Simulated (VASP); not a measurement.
TaN, 2 atoms in the cell. Symmetry: Fm-3m, No. 225, cubic system. The conventional cell has a = 4.358 Å, b = 4.358 Å, c = 4.358 Å, α = 90.00°, β = 90.00°, γ = 90.00°. Within 2.9 Å of Ta (site symmetry m-3m) lie 6 N at 2.18 Å. Within 2.9 Å of N (site symmetry m-3m) lie 6 Ta at 2.18 Å. 

| Item | Value |
| --- | --- |
| Program | VASP 6.6.1 |
| Task | single point |
| Functional | PBEsol |
| Potentials or basis | VASP PAW PBE potentials, release 64 (Ta_sv_GW, N) |
| Cutoff | 600 eV |
| k mesh | 13 × 13 × 13 |
| Occupations | gaussian, width 0.3 eV |
| Spin | no spin polarisation |
| Dipole correction | no |
| Second run | valence_matched |
| Further INCAR settings | ALGO = Normal; EDIFF = 1e-06; NBANDS = 16 |

Potentials or basis: VASP PAW PBE potentials, release 64 (Ta_sv_GW, N).

Launch:

```sh
$ cat potpaw_PBE.64/Ta_sv_GW/POTCAR potpaw_PBE.64/N/POTCAR > POTCAR
$ mpirun -np 1 vasp_std > vasp.out
```

Hardware: 1 thread of Intel(R) Xeon(R) Platinum 8488C (Sapphire Rapids), on a shared host.

Question: How long does it take, and how much memory?

Answer: Wall time 34 s on 1 thread of Intel(R) Xeon(R) Platinum 8488C (Sapphire Rapids), with other jobs on the host, peak memory 0.19 GiB. Counts: scf iterations 13, k points 84.
